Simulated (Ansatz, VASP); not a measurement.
One calculation of Hf, two programs

Contents of INCAR:

```
  ALGO = Fast
  EDIFF = 1E-7
  ENCUT = 520
  GGA = PS
  ISIF = 2
  ISMEAR = 0
  LASPH = T
  LCHARG = T
  LELF = T
  LREAL = F
  LVHAR = T
  LWAVE = F
  NBANDS = 11
  NELM = 100
  PREC = Accurate
  SIGMA = 0.15
```

The input KPOINTS:

```
k-points
0
Gamma
  18 18 18
```

The input POSCAR:

```
Hf
1.0
    0.0000000000      2.3976000000      2.3088000000
    2.3976000000      0.0000000000      2.3088000000
    2.3976000000      2.3976000000      0.0000000000
Hf
1
Direct
    0.0000000000      0.0000000000      0.0000000000
```

Input for Ansatz:

```yaml
crystal:
  lattice:
    - [0.0, 2.3976, 2.3088]
    - [2.3976, 0.0, 2.3088]
    - [2.3976, 2.3976, 0.0]
  atoms:
    - { symbol: Hf, position: [0.0, 0.0, 0.0] }
basis:
  ecutwfc: 420
kpoints:
  mp_grid: { grid: [18, 18, 18] }
hamiltonian:
  xc: pbesol
scf:
  occupations: { method: gaussian, width: 0.15 }
output:
  forces: true
  stress: true
  eigenvalues: true
```

Change from the starting cell: strain +0.080 along x and y, +0.040 along z, atoms carried along.

Alike in both runs: task single point; functional PBEsol; k mesh 18 × 18 × 18; occupations gaussian, width 0.15 eV; no spin polarisation.

|  | VASP | Ansatz |
| --- | --- | --- |
| version | VASP 6.6.1 | Ansatz 0.2.0 |
| potentials or method | VASP PAW PBE potentials, release 64 (Hf_pv), cutoff 520 eV | scalar-relativistic, plane waves, PAW |
| valence electrons in the cell | 10 | 26 |

VASP gave:

* gap on the k mesh at the Fermi level (eV): none
* pressure (GPa): -16.2
* traceless stress, the component that is largest in VASP (GPa): 1.14

Q: What did Ansatz give for the same quantities?

A: gap on the k mesh at the Fermi level (eV): none; pressure (GPa): -15.8; traceless stress, the component that is largest in VASP (GPa): 1.14.

VASP's potentials were made for PBE, not for PBEsol. A gap of «none» marks a metal or a gap that the smearing closes. With one functional, cell and mesh, what is left measures potentials, basis and numerics. VASP's potentials hold 10 valence electrons a cell and Ansatz's 26, so a difference there can come from the potentials and not from the codes.

Neither program's run includes spin-orbit coupling.
